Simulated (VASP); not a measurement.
A run of VASP 6.6.1 is set up as follows.

INCAR

```
SYSTEM = BN
ALGO     = Normal         ! electronic algorithm
EDIFF    = 1E-6           ! SCF threshold, eV
ENCUT    = 520            ! plane-wave cutoff, eV
GGA      = PE             ! functional
ISIF     = 2              ! what is computed and relaxed
ISMEAR   = 0              ! smearing method
LASPH    = .TRUE.         ! aspherical terms in the spheres
LCHARG   = .FALSE.        ! write CHGCAR
LREAL    = .FALSE.        ! projectors in reciprocal space
LWAVE    = .FALSE.        ! write WAVECAR
NBANDS   = 36             ! bands
NELM     = 100            ! most SCF steps
PREC     = Accurate       ! precision mode
SIGMA    = 0.05           ! smearing width, eV
```

The input KPOINTS:

```
k-points
0
G
  10 10 2
  0 0 0
```

The input POSCAR:

```
BN
1.0
    1.8130010000     -1.8130010000      0.0000000000
    1.8130010000      0.0000000000     -1.8130010000
    9.9715055000      5.8922532500      5.8922532500
B N
6 6
Direct
    0.6198166667      0.6198166667      0.0624666667
   -0.6718500000     -0.6718500000      0.8958000000
    0.1614833333      0.1614833333      0.2291333333
    0.2448166667      0.2448166667      0.5624666667
   -0.2968500000     -0.2968500000      0.3958000000
   -0.2135166667     -0.2135166667      0.7291333333
    0.3385666667      0.3385666667      0.4374666667
    0.7969000000      0.7969000000      0.2708000000
   -0.1197666667     -0.1197666667      0.6041333333
   -0.0364333333     -0.0364333333      0.9374666667
   -0.5781000000     -0.5781000000      0.7708000000
    0.2552333333      0.2552333333      0.1041333333
```

Potentials or basis: VASP PAW PBE potentials, release 64 (B, N).

Run with:

```sh
$ cat potpaw_PBE.64/B/POTCAR potpaw_PBE.64/N/POTCAR > POTCAR
$ mpirun -np 1 vasp_std > vasp.out
```

(1) What does it give for the largest force?

(2) Predict the pressure.

Answers

(1) 2.431 eV/Å.

(2) -0.5 GPa.

Caveat: forces of over 1 eV/Å act on the atoms, so gaps and moduli don't describe the material at rest.
